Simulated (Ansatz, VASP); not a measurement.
# One calculation of Si, two programs

```
Si
1.0
     0.00000    2.73499    2.73499
     2.73499    0.00000    2.73499
     2.73499    2.73499    0.00000
Si
2
Direct
  0.00000 0.00000 0.00000
  0.25000 0.25000 0.25000
```

Alike in both runs: functional PBE; k mesh 10 × 10 × 10; occupations gaussian, width 0.02 eV; no spin polarisation.

Ansatz relaxed the structure, and its values are those at the end. VASP's run is a single point on that final structure, the one shown.

|  | VASP | Ansatz |
| --- | --- | --- |
| version | VASP 6.6.1 | Ansatz 0.2.0 |
| potentials or method | VASP PAW PBE potentials, release 64 (Si), cutoff 500 eV | scalar-relativistic, plane waves, PAW |
| valence electrons in the cell | 8 | 8 |

```tsv
	VASP	Ansatz	Ansatz less VASP
gap on the k mesh at the Fermi level (eV)	0.62	0.62	-0.002
least direct gap on the mesh (eV)	2.56	2.55	-0.005
pressure (GPa)	-0.1	0.0	+0.07
```
